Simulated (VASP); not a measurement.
**CdS (CsCl type): single point with PBE**

The system is CdS (CsCl type).

```
Cd S
1.0
     3.26794    0.00000    0.00000
     0.00000    3.26794    0.00000
     0.00000    0.00000    3.26794
Cd S
1 1
Direct
  0.00000 0.00000 0.00000
  0.50000 0.50000 0.50000
```

This cell differs from its parent crystal: volume scaled by 0.88.

```
Program                : VASP 6.6.1
Task                   : single point
Functional             : PBE
Potentials or basis    : VASP PAW PBE potentials, release 64 (Cd, S)
Cutoff                 : 500 eV
k mesh                 : 14 × 14 × 14
Occupations            : fermi-dirac, width 0.05 eV
Spin                   : no spin polarisation
Dipole correction      : no
Further INCAR settings : ALGO = Normal; EDIFF = 1e-06; NBANDS = 16
```

```
Pressure               : 12.6 GPa
Band gap on the k mesh : zero (band 9 reaches 5.22 eV, above the bottom of band 10 at 4.58 eV)
```

Levels at points of the mesh, in eV from the Fermi level:
```csv
k point,band 5,band 6,band 7,band 8,band 9,band 10,band 11,band 12,band 13,band 14
"(0.00, 0.00, 0.00)",-8.29,-8.29,-1.43,-1.43,-1.43,-0.46,6.54,6.54,12.88,12.88
"(0.50, 0.00, 0.00)",-8.67,-8.26,-6.37,0.10,0.10,3.68,5.26,7.00,7.39,7.39
"(0.50, 0.50, 0.00)",-8.03,-7.73,-5.15,-5.15,-1.05,0.05,8.31,8.31,8.95,11.49
"(0.50, 0.50, 0.50)",-8.02,-8.02,-2.15,-2.15,-2.15,1.45,1.45,1.45,3.47,18.55
```

It took 18 s on 1 thread of Intel(R) Xeon(R) Platinum 8559C (Emerald Rapids) (shared host), peak memory 0.18 GiB.
